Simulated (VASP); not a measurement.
# In2O3 (R-3c) in VASP: notebook, part 2 of 2

VASP 6.6.1. Earlier steps stand in the parts before.

## 4. Single point, r2SCAN

Contents of POSCAR:

```
In2O3
1.0
    2.7538208590      1.5899192142      4.8543403845
   -2.7538208590      1.5899192142      4.8543403845
    0.0000000000     -3.1798384285      4.8543403845
In O
4 6
Direct
    0.8570396382      0.8570396382      0.8570396382
    0.3570396382      0.3570396382      0.3570396382
    0.1429603618      0.1429603618      0.1429603618
    0.6429603618      0.6429603618      0.6429603618
    0.4533861849      0.0466138151      0.7500000000
    0.0466138151      0.7500000000      0.4533861849
    0.5466138151      0.9533861849      0.2500000000
    0.2500000000      0.5466138151      0.9533861849
    0.9533861849      0.2500000000      0.5466138151
    0.7500000000      0.4533861849      0.0466138151
```

Contents of INCAR.step1:

```
ALGO = Normal ; EDIFF = 1E-4
ENCUT = 520 ; GGA = PE
ISMEAR = -1 ; LASPH = True
LCHARG = False ; LREAL = False
LWAVE = True ; NBANDS = 55
NELM = 60 ; PREC = Accurate
SIGMA = 0.02
```

Contents of INCAR.step2:

```
ALGO = Normal ; EDIFF = 1E-6
ENCUT = 520 ; ISIF = 2
ISMEAR = -1 ; ISTART = 1
LASPH = True ; LCHARG = True
LELF = True ; LMIXTAU = True
LREAL = False ; LVHAR = True
LWAVE = False ; METAGGA = R2SCAN
NBANDS = 55 ; NELM = 60
PREC = Accurate ; SIGMA = 0.02
```

Contents of KPOINTS:

```
k-points
0
Gamma
  6 6 6
```

Potentials or basis: VASP PAW PBE potentials, release 64 (In_d, O).

On the command line:

```sh
$ cat potpaw_PBE.64/In_d/POTCAR potpaw_PBE.64/O/POTCAR > POTCAR
$ cp INCAR.step1 INCAR
$ mpirun -np 1 vasp_std > vasp.out
$ cp INCAR.step2 INCAR
$ mpirun -np 1 vasp_std > vasp.out
```

OUTCAR:

```text
EDIFF = 1E-6
   ENCUT = 520
   ISIF = 2
   ISMEAR = -1
   ISTART = 1
   LASPH = True
   LREAL = False
   METAGGA = R2SCAN
   NELM = 60
   PREC = Accurate

 ion  position               nearest neighbor table
   1  0.857  0.857  0.857-   9 2.13   7 2.13   8 2.13  10 2.26   5 2.26   6 2.26   4 3.12   3 3.25
                             3 3.25   3 3.25   4 3.62   4 3.62   4 3.62   2 4.00   2 4.00   2 4.00
   2  0.357  0.357  0.357-  10 2.13   5 2.13   6 2.13   9 2.26   7 2.26   8 2.26   3 3.12   4 3.25
                             4 3.25   4 3.25   3 3.62   3 3.62   3 3.62   1 4.00   1 4.00   1 4.00
   3  0.143  0.143  0.143-   6 2.13   5 2.13  10 2.13   8 2.26   7 2.26   9 2.26   2 3.12   1 3.25
                             1 3.25   1 3.25   2 3.62   2 3.62   2 3.62   4 4.00   4 4.00   4 4.00
   4  0.643  0.643  0.643-   8 2.13   7 2.13   9 2.13   6 2.26   5 2.26  10 2.26   1 3.12   2 3.25
                             2 3.25   2 3.25   1 3.62   1 3.62   1 3.62   3 4.00   3 4.00   3 4.00
   5  0.453  0.047  0.750-   2 2.13   3 2.13   1 2.26   4 2.26
   6  0.047  0.750  0.453-   3 2.13   2 2.13   4 2.26   1 2.26
   7  0.547  0.953  0.250-   1 2.13   4 2.13   3 2.26   2 2.26
   8  0.250  0.547  0.953-   4 2.13   1 2.13   3 2.26   2 2.26
   9  0.953  0.250  0.547-   1 2.13   4 2.13   2 2.26   3 2.26
  10  0.750  0.453  0.047-   2 2.13   3 2.13   1 2.26   4 2.26

  LATTYP: Found a trigonal (rhomboedric) cell.
 ALAT       =     5.8031020153
 COS(alpha) =     0.5496180722

  Lattice vectors:

 A1 = (   2.7538208590,   1.5899192142,   4.8543403845)
 A2 = (  -2.7538208590,   1.5899192142,   4.8543403845)
 A3 = (   0.0000000000,  -3.1798384285,   4.8543403845)

Analysis of symmetry for initial positions (statically):
=====================================================================
 Subroutine PRICEL returns:
 Original cell was already a primitive cell.

 Routine SETGRP: Setting up the symmetry group for a
 trigonal (rhombohedral) supercell.

 Subroutine GETGRP returns: Found 12 space group operations
 (whereof  6 operations were pure point group operations)
 out of a pool of 12 trial point group operations.

The static configuration has the point symmetry S_6 .
 The point group associated with its full space group is D_3d.

[... 154 lines left out ...]
   METAGGA = R2SCAN    functional components
   LHFCALC =     F    Hartree Fock is set to
   AEXX    =    0.0000 exact exchange contribution
   IVDW    =     0    specifies the selected vdW correction
   LEPSILON=     F    determine dielectric tensor
   LRPA    =     F    only Hartree local field effects (RPA)
 non-spin polarized calculation
  energy-cutoff  :      520.00
  volume of cell :      127.52
 maximum number of plane-waves:      3451
 NGX is ok and might be reduce to    48
   NGX = 21   NGY = 21   NGZ = 21

 number of electron      88.0000009 magnetization

 Free energy of the ion-electron system (eV)
  ---------------------------------------------------
  ext. energy  EPLUGINS =         0.00000000
  ---------------------------------------------------
  free energy    TOTEN  =      -144.46090169 eV

  energy without entropy =     -144.46090169  energy(sigma->0) =     -144.46090169

 E-fermi :   5.6204     XC(G=0): -11.8754

 val. band max:        5.1128099430   @ k =   0.3333   0.0000   0.0000
 cond. band min:       6.9256803844   @ k =   0.0000   0.0000   0.0000
 fundamental gap:      1.8128704414
 Fermi energy:         5.6204140682

 k-point     1 :       0.0000    0.0000    0.0000
  band No.  band energies     occupation
      1     -13.3848      2.00000
      2     -12.5242      2.00000
      3     -12.5242      2.00000
      4     -12.3293      2.00000
      5     -12.3293      2.00000
      6     -12.2503      2.00000
[... 1381 lines left out ...]
     54      16.4735      0.00000
     55      17.1952      0.00000

 [... further k-points ...]
[... 5 lines left out ...]
  --------------------------------------------------------------------------------------
  -------------------------------------------------------------------------------------
  Total        0.8961811      0.8961811      0.7864507     -0.0000000     -0.0000000      0.0000000
  in kB       11.2593717     11.2593717      9.8807489     -0.0000000     -0.0000000      0.0000000
  external PRESSURE =      10.7998308 kB  Pullay stress =       0.0000000 kB

 VOLUME and BASIS-vectors are now :
 -----------------------------------------------------------------------------
  energy-cutoff  :      520.00
  volume of cell :      127.52
      direct lattice vectors                 reciprocal lattice vectors
     2.753820859  1.589919214  4.854340385     0.181565914  0.104827129  0.068667070
    -2.753820859  1.589919214  4.854340385    -0.181565914  0.104827129  0.068667070
     0.000000000 -3.179838429  4.854340385     0.000000000 -0.209654258  0.068667070

 POSITION                                       TOTAL-FORCE (eV/Angst)
 -----------------------------------------------------------------------------------
      0.00000     -0.00000     12.48109         0.000000     -0.000000      0.023326
      0.00000     -0.00000      5.19958         0.000000     -0.000000      0.023326
      0.00000     -0.00000      2.08193         0.000000      0.000000     -0.023326
      0.00000     -0.00000      9.36345         0.000000      0.000000     -0.023326
      1.12018     -1.58992      6.06793        -0.004887     -0.000000      0.000000
     -1.93700     -0.17514      6.06793         0.002444      0.004232      0.000000
     -1.12018      1.58992      8.49510         0.004887     -0.000000      0.000000
     -0.81682     -1.76506      8.49510        -0.002444      0.004232      0.000000
      1.93700      0.17514      8.49510        -0.002444     -0.004232      0.000000
      0.81682      1.76506      6.06793         0.002444     -0.004232      0.000000
 -----------------------------------------------------------------------------------
    total drift:                               -0.000000      0.000000      0.000000

  FREE ENERGIE OF THE ION-ELECTRON SYSTEM (eV)
  ---------------------------------------------------
  free  energy   TOTEN  =      -144.4609016900 eV

  energy  without entropy=     -144.4609016900  energy(sigma->0) =     -144.46090169
```

OUTCAR.step1:

```text
EDIFF = 1E-4
   ENCUT = 520
   GGA = PE
   ISMEAR = -1
   LASPH = True
   LREAL = False
[... 1650 lines left out ...]
     -0.81682     -1.76506      8.49510         0.003587     -0.006213     -0.000000
      1.93700      0.17514      8.49510         0.003587      0.006213     -0.000000
      0.81682      1.76506      6.06793        -0.003587      0.006213     -0.000000
 -----------------------------------------------------------------------------------
    total drift:                               -0.000000      0.000000      0.000000

  FREE ENERGIE OF THE ION-ELECTRON SYSTEM (eV)
  ---------------------------------------------------
  free  energy   TOTEN  =       -55.3615400984 eV

  energy  without entropy=      -55.3615400984  energy(sigma->0) =      -55.36154010
```

Wall time 19 min (1 thread of Intel Xeon Platinum 8488C (Sapphire Rapids), shared host); peak memory 0.45 GiB.

Results:

| Property | Result |
| --- | --- |
| Free energy | -144.4609 eV |
| Pressure | 1.1 GPa |
| Largest force | 0.023 eV/Å |
| Band gap on the k mesh | 1.81 eV, indirect (least direct gap 1.85 eV) |

Forces on the atoms (eV/Å):
```
In   0.000  0.000  0.023
In   0.000  0.000  0.023
In   0.000  0.000 -0.023
In   0.000  0.000 -0.023
O   -0.005  0.000  0.000
O    0.002  0.004  0.000
O    0.005  0.000  0.000
O   -0.002  0.004  0.000
O   -0.002 -0.004  0.000
O    0.002 -0.004  0.000
```

Stress tensor (GPa, compression positive):
```
1.13 0.00 0.00
0.00 1.13 0.00
0.00 0.00 0.99
```

Levels at points of the mesh, in eV from the valence-band top:
```
           k point  band 41  band 42  band 43  band 44  band 45  band 46  band 47  band 48
(0.00, 0.00, 0.00)    -0.26    -0.26    -0.03    -0.03     1.81     6.19     6.96     7.93
(0.50, 0.00, 0.00)    -0.71    -0.71    -0.06    -0.06     5.53     5.53     6.55     6.55
(0.50, 0.50, 0.00)    -0.55    -0.32    -0.07    -0.03     5.79     6.10     7.13     7.18
(0.50, 0.50, 0.50)    -0.19    -0.19    -0.19    -0.19     4.95     4.95     7.89     7.89
```

Caveat: the PAW data sets were made with another functional, which shifts forces and pressure a little; spin-orbit coupling is left out, which moves the levels of the heavy elements. r2SCAN opens gaps a little over a GGA but as a rule still falls short of measured ones.

## 5. Single point, r2SCAN

POSCAR is that of step 4.

Contents of INCAR.step1:

```
SYSTEM = In2O3
ALGO     = Normal         ! electronic algorithm
EDIFF    = 1E-4           ! SCF threshold, eV
ENCUT    = 520            ! plane-wave cutoff, eV
GGA      = PE             ! functional
ISMEAR   = 0              ! smearing method
LASPH    = .True.         ! aspherical terms in the spheres
LCHARG   = .False.        ! write CHGCAR
LREAL    = .False.        ! projectors in reciprocal space
LWAVE    = .True.         ! write WAVECAR
NBANDS   = 55             ! bands
NELM     = 100            ! most SCF steps
PREC     = Accurate       ! precision mode
SIGMA    = 0.01           ! smearing width, eV
```

Contents of INCAR.step2:

```
SYSTEM = In2O3
ALGO     = Normal         ! electronic algorithm
EDIFF    = 1E-7           ! SCF threshold, eV
ENCUT    = 520            ! plane-wave cutoff, eV
ISIF     = 2              ! what is computed and relaxed
ISMEAR   = 0              ! smearing method
ISTART   = 1            
LASPH    = .True.         ! aspherical terms in the spheres
LCHARG   = .False.        ! write CHGCAR
LMIXTAU  = .True.       
LREAL    = .False.        ! projectors in reciprocal space
LWAVE    = .False.        ! write WAVECAR
METAGGA  = R2SCAN         ! meta-GGA
NBANDS   = 55             ! bands
NELM     = 100            ! most SCF steps
PREC     = Accurate       ! precision mode
SIGMA    = 0.01           ! smearing width, eV
```

Contents of KPOINTS:

```
k-points
0
Gamma
  6 6 6
  0 0 0
```

Potentials or basis: VASP PAW PBE potentials, release 64 (In_d, O).

On the command line:

```sh
$ cat potpaw_PBE.64/In_d/POTCAR potpaw_PBE.64/O/POTCAR > POTCAR
$ cp INCAR.step1 INCAR
$ mpirun -np 1 vasp_std > vasp.out
$ cp INCAR.step2 INCAR
$ mpirun -np 1 vasp_std > vasp.out
```

OUTCAR:

```text
SYSTEM = In2O3
   EDIFF = 1E-7
   ENCUT = 520
   ISIF = 2
   ISMEAR = 0
   ISTART = 1
   LASPH = .True.
   LREAL = .False.
   METAGGA = R2SCAN
   NELM = 100
   PREC = Accurate

 ion  position               nearest neighbor table
   1  0.857  0.857  0.857-   9 2.13   7 2.13   8 2.13  10 2.26   5 2.26   6 2.26   4 3.12   3 3.25
                             3 3.25   3 3.25   4 3.62   4 3.62   4 3.62   2 4.00   2 4.00   2 4.00
   2  0.357  0.357  0.357-  10 2.13   5 2.13   6 2.13   9 2.26   7 2.26   8 2.26   3 3.12   4 3.25
                             4 3.25   4 3.25   3 3.62   3 3.62   3 3.62   1 4.00   1 4.00   1 4.00
   3  0.143  0.143  0.143-   6 2.13   5 2.13  10 2.13   8 2.26   7 2.26   9 2.26   2 3.12   1 3.25
                             1 3.25   1 3.25   2 3.62   2 3.62   2 3.62   4 4.00   4 4.00   4 4.00
   4  0.643  0.643  0.643-   8 2.13   7 2.13   9 2.13   6 2.26   5 2.26  10 2.26   1 3.12   2 3.25
                             2 3.25   2 3.25   1 3.62   1 3.62   1 3.62   3 4.00   3 4.00   3 4.00
   5  0.453  0.047  0.750-   2 2.13   3 2.13   1 2.26   4 2.26
   6  0.047  0.750  0.453-   3 2.13   2 2.13   4 2.26   1 2.26
   7  0.547  0.953  0.250-   1 2.13   4 2.13   3 2.26   2 2.26
   8  0.250  0.547  0.953-   4 2.13   1 2.13   3 2.26   2 2.26
   9  0.953  0.250  0.547-   1 2.13   4 2.13   2 2.26   3 2.26
  10  0.750  0.453  0.047-   2 2.13   3 2.13   1 2.26   4 2.26

  LATTYP: Found a trigonal (rhomboedric) cell.
 ALAT       =     5.8031020153
 COS(alpha) =     0.5496180722

  Lattice vectors:

 A1 = (   2.7538208590,   1.5899192142,   4.8543403845)
 A2 = (  -2.7538208590,   1.5899192142,   4.8543403845)
 A3 = (   0.0000000000,  -3.1798384285,   4.8543403845)

Analysis of symmetry for initial positions (statically):
=====================================================================
 Subroutine PRICEL returns:
 Original cell was already a primitive cell.

 Routine SETGRP: Setting up the symmetry group for a
 trigonal (rhombohedral) supercell.

 Subroutine GETGRP returns: Found 12 space group operations
 (whereof  6 operations were pure point group operations)
 out of a pool of 12 trial point group operations.

The static configuration has the point symmetry S_6 .
[... 158 lines left out ...]
   AEXX    =    0.0000 exact exchange contribution
   IVDW    =     0    specifies the selected vdW correction
   LEPSILON=     F    determine dielectric tensor
   LRPA    =     F    only Hartree local field effects (RPA)
 non-spin polarized calculation
 Gauss-broadening in eV      SIGMA  =   0.01
  energy-cutoff  :      520.00
  volume of cell :      127.52
 maximum number of plane-waves:      3451
 NGX is ok and might be reduce to    48
   NGX = 21   NGY = 21   NGZ = 21

 number of electron      88.0000009 magnetization

 Free energy of the ion-electron system (eV)
  ---------------------------------------------------
  ext. energy  EPLUGINS =         0.00000000
  ---------------------------------------------------
  free energy    TOTEN  =      -144.46090467 eV

  energy without entropy =     -144.46090467  energy(sigma->0) =     -144.46090467

 E-fermi :   5.1887     XC(G=0): -11.8756

 val. band max:        5.1129201365   @ k =   0.3333   0.0000   0.0000
 cond. band min:       6.9259071833   @ k =   0.0000   0.0000   0.0000
 fundamental gap:      1.8129870468
 Fermi energy:         5.1886888483

 k-point     1 :       0.0000    0.0000    0.0000
  band No.  band energies     occupation
      1     -13.3848      2.00000
      2     -12.5242      2.00000
      3     -12.5242      2.00000
      4     -12.3293      2.00000
      5     -12.3293      2.00000
      6     -12.2503      2.00000
[... 1381 lines left out ...]
     54      16.4738      0.00000
     55      17.1952      0.00000

 [... further k-points ...]
[... 5 lines left out ...]
  --------------------------------------------------------------------------------------
  -------------------------------------------------------------------------------------
  Total        0.8789720      0.8789720      0.7679176      0.0000000     -0.0000000      0.0000000
  in kB       11.0431605     11.0431605      9.6479046      0.0000000     -0.0000000      0.0000000
  external PRESSURE =      10.5780752 kB  Pullay stress =       0.0000000 kB

 VOLUME and BASIS-vectors are now :
 -----------------------------------------------------------------------------
  energy-cutoff  :      520.00
  volume of cell :      127.52
      direct lattice vectors                 reciprocal lattice vectors
     2.753820859  1.589919214  4.854340385     0.181565914  0.104827129  0.068667070
    -2.753820859  1.589919214  4.854340385    -0.181565914  0.104827129  0.068667070
     0.000000000 -3.179838429  4.854340385     0.000000000 -0.209654258  0.068667070

 POSITION                                       TOTAL-FORCE (eV/Angst)
 -----------------------------------------------------------------------------------
      0.00000     -0.00000     12.48109         0.000000     -0.000000      0.023646
      0.00000     -0.00000      5.19958         0.000000     -0.000000      0.023646
      0.00000     -0.00000      2.08193         0.000000      0.000000     -0.023646
      0.00000     -0.00000      9.36345         0.000000      0.000000     -0.023646
      1.12018     -1.58992      6.06793        -0.005172     -0.000000      0.000000
     -1.93700     -0.17514      6.06793         0.002586      0.004479      0.000000
     -1.12018      1.58992      8.49510         0.005172      0.000000      0.000000
     -0.81682     -1.76506      8.49510        -0.002586      0.004479      0.000000
      1.93700      0.17514      8.49510        -0.002586     -0.004479      0.000000
      0.81682      1.76506      6.06793         0.002586     -0.004479      0.000000
 -----------------------------------------------------------------------------------
    total drift:                               -0.000000      0.000000      0.000000

  FREE ENERGIE OF THE ION-ELECTRON SYSTEM (eV)
  ---------------------------------------------------
  free  energy   TOTEN  =      -144.4609046736 eV

  energy  without entropy=     -144.4609046736  energy(sigma->0) =     -144.46090467
```

OUTCAR.step1:

```text
SYSTEM = In2O3
   EDIFF = 1E-4
   ENCUT = 520
   GGA = PE
   ISMEAR = 0
[... 1652 lines left out ...]
     -1.12018      1.58992      8.49510        -0.007174      0.000000      0.000000
     -0.81682     -1.76506      8.49510         0.003587     -0.006213      0.000000
      1.93700      0.17514      8.49510         0.003587      0.006213      0.000000
      0.81682      1.76506      6.06793        -0.003587      0.006213      0.000000
 -----------------------------------------------------------------------------------
    total drift:                               -0.000000      0.000000      0.000000

  FREE ENERGIE OF THE ION-ELECTRON SYSTEM (eV)
  ---------------------------------------------------
  free  energy   TOTEN  =       -55.3615400984 eV

  energy  without entropy=      -55.3615400984  energy(sigma->0) =      -55.36154010
```

Run time: 14 min. Hardware: 1 thread of Intel Xeon 6975P-C (Granite Rapids), shared host; peak memory 0.46 GiB.

Results:

```
Free energy            : -144.4609 eV
Pressure               : 1.1 GPa
Largest force          : 0.024 eV/Å
Band gap on the k mesh : 1.81 eV, indirect (least direct gap 1.85 eV)
```

Forces on the atoms (eV/Å):
```
In   0.000  0.000  0.024
In   0.000  0.000  0.024
In   0.000  0.000 -0.024
In   0.000  0.000 -0.024
O   -0.005  0.000  0.000
O    0.003  0.004  0.000
O    0.005  0.000  0.000
O   -0.003  0.004  0.000
O   -0.003 -0.004  0.000
O    0.003 -0.004  0.000
```

Levels at points of the mesh, in eV from the valence-band top:
```csv
k point,band 40,band 41,band 42,band 43,band 44,band 45,band 46,band 47,band 48,band 49
"(0.00, 0.00, 0.00)",-0.40,-0.26,-0.26,-0.03,-0.03,1.81,6.19,6.96,7.93,10.01
"(0.50, 0.00, 0.00)",-0.91,-0.71,-0.71,-0.06,-0.06,5.53,5.53,6.55,6.55,9.12
"(0.50, 0.50, 0.00)",-0.84,-0.55,-0.32,-0.07,-0.03,5.79,6.10,7.13,7.18,8.05
"(0.50, 0.50, 0.50)",-1.09,-0.19,-0.19,-0.19,-0.19,4.95,4.95,7.89,7.89,8.98
```

Caveat: the PAW data sets were made with another functional, which shifts forces and pressure a little; spin-orbit coupling is left out, which moves the levels of the heavy elements.

## 6. Overview

| level | cell | smearing | gap on the mesh (eV) | pressure (GPa) | largest force (eV/Å) |
| --- | --- | --- | --- | --- | --- |
| PBEsol | a = 5.797 Å, angles 56.8°, 10 atoms | fermi-dirac 0.02 eV | 1.11 | 0.5 | 0.01 |
| PBE | a = 5.878 Å, angles 56.6°, 10 atoms | fermi-dirac 0.02 eV | 0.96 | 0.4 | 0.02 |
| r2SCAN | a = 5.803 Å, angles 56.7°, 10 atoms | fermi-dirac 0.02 eV | 1.81 | 1.1 | 0.02 |
| r2SCAN | a = 5.803 Å, angles 56.7°, 10 atoms | gaussian 0.01 eV | 1.81 | 1.1 | 0.02 |

Alike in all rows: task single point; potentials or basis VASP PAW PBE potentials, release 64 (In_d, O); no spin polarisation; k mesh 6 × 6 × 6; cutoff (eV) 520.

Caveats: spin-orbit coupling is left out, which moves the levels of the heavy elements; the PAW data sets were made with another functional, which shifts forces and pressure a little (some runs).

Absolute energies hang on the potentials; compare differences alone.
